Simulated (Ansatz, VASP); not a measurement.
One calculation of TiO2, two programs

```xyz
6
Lattice="4.5912 0.0000 0.0000 0.0000 4.5912 0.0861 0.0000 0.0551 2.9390" Properties=species:S:1:pos:R:3 pbc="T T T"
Ti    0.0000    0.0000    0.0000
Ti    2.2956    2.3232    1.5125
O     1.3978    1.3978    0.0262
O     0.8979    3.7209    1.5387
O     3.1935    3.1935    0.0599
O     3.6934    0.9254    1.4863
```

Change from the starting cell: strain +0.0375 x Voigt [0, 0, 0, 1, 0, 0], atoms carried along.

Alike in both runs: task single point; functional PBEsol; k mesh 6 × 6 × 10; occupations gaussian, width 0.05 eV; no spin polarisation.

|  | VASP | Ansatz |
| --- | --- | --- |
| version | VASP 6.6.1 | Ansatz 0.2.0 |
| potentials or method | VASP PAW PBE potentials, release 64 (Ti_sv, O), cutoff 520 eV | scalar-relativistic, plane waves, PAW |
| valence electrons in the cell | 48 | 48 |

Ansatz gave:

| Quantity | Value |
| --- | --- |
| gap on the k mesh at the Fermi level (eV) | 1.86 |
| least direct gap on the mesh (eV) | 1.87 |
| pressure (GPa) | 0.3 |
| traceless stress, the component that is largest in VASP (GPa) | -5.48 |
| rms of the force components (eV/Å) | 0.097 |

Task: What did VASP give for the same quantities?

Result: gap on the k mesh at the Fermi level (eV): 1.84; least direct gap on the mesh (eV): 1.84; pressure (GPa): 1.0; traceless stress, the component that is largest in VASP (GPa): -5.54; rms of the force components (eV/Å): 0.104.

VASP's potentials were made for PBE, not for PBEsol. Atom by atom the forces differ by 0.013 eV/Å (rms over components). With one functional, cell and mesh, what is left measures potentials, basis and numerics.
